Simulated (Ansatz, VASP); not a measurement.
# CdS in VASP and in Ansatz

INCAR

```
SYSTEM = CdS
  ALGO = Normal
  EDIFF = 1E-6
  EDIFFG = -0.04
  ENCUT = 600
  GGA = PE
  IBRION = 2
  ISIF = 3
  ISMEAR = 0
  LASPH = .True.
  LCHARG = .False.
  LREAL = .False.
  LWAVE = .False.
  NELM = 60
  NSW = 90
  PREC = Accurate
  SIGMA = 0.1
```

Contents of KPOINTS:

```
k-points
0
Gamma
  6 4 4
  0 0 0
```

POSCAR

```
CdS
1.0
    3.6053027100      0.0000000000      0.0000000000
    0.0000000000      3.9801880600      0.0000000000
    0.0000000000      0.0000000000      6.9085855900
Cd S
2 2
Direct
    0.5000000000      0.0000000000      0.1788195300
    0.5000000000      0.0000000000      0.8211804700
    0.5000000000      0.7597398800      0.5000000000
    0.5000000000      0.2402601200      0.5000000000
```

Input for Ansatz:

```yaml
crystal:
  lattice:
    - [3.60530271, 0.0, 0.0]
    - [0.0, 3.98018806, 0.0]
    - [0.0, 0.0, 6.90858559]
  atoms:
    - { symbol: Cd, position: [0.5, 0.0, 0.17881953] }
    - { symbol: Cd, position: [0.5, 0.0, 0.82118047] }
    - { symbol: S, position: [0.5, 0.75973988, 0.5] }
    - { symbol: S, position: [0.5, 0.24026012, 0.5] }
basis:
  ecutwfc: 420
kpoints:
  mp_grid: { grid: [6, 4, 4] }
hamiltonian:
  xc: pbe
scf:
  occupations: { method: gaussian, width: 0.1 }
  lower_state_search: "off"
output:
  forces: true
  stress: true
  eigenvalues: true
relax:
  adjacent_minimum: "off"
  f_tol: 0.04
  max_steps: 70
  cell: { stress_tol: 0.4 }
```

Alike in both runs: task relaxation of cell and atoms; functional PBE; k mesh 6 × 4 × 4; occupations gaussian, width 0.1 eV; no spin polarisation.

```csv
,VASP,Ansatz
version,VASP 6.6.1,Ansatz 0.2.0
potentials or method,"VASP PAW PBE potentials, release 64 (Cd, S), cutoff 600 eV","scalar-relativistic, plane waves, PAW"
valence electrons in the cell,36,52
```

Ansatz gave:

| Quantity | Value |
| --- | --- |
| gap on the k mesh at the Fermi level, each at its own relaxed structure (eV) | none |
| relaxed volume (Å³/atom) | 36.14 |
| relaxed length of the cell vector where the two differ most in proportion (Å) | 3.529 |

Q: What did VASP give for the same quantities?

A: gap on the k mesh at the Fermi level, each at its own relaxed structure (eV): none; relaxed volume (Å³/atom): 37.29; relaxed length of the cell vector where the two differ most in proportion (Å): 4.214.

A gap of «none» marks a metal or a gap that the smearing closes. One of these differences is far larger than is usual between the two programs; its cause wasn't traced. VASP's potentials hold 36 valence electrons a cell and Ansatz's 52, so a difference there can come from the potentials and not from the codes.

The k mesh is coarse, so the values compare programs but aren't converged. Noted on VASP's run: the volume moved by over 15 % at a fixed basis, so the end points are rough.
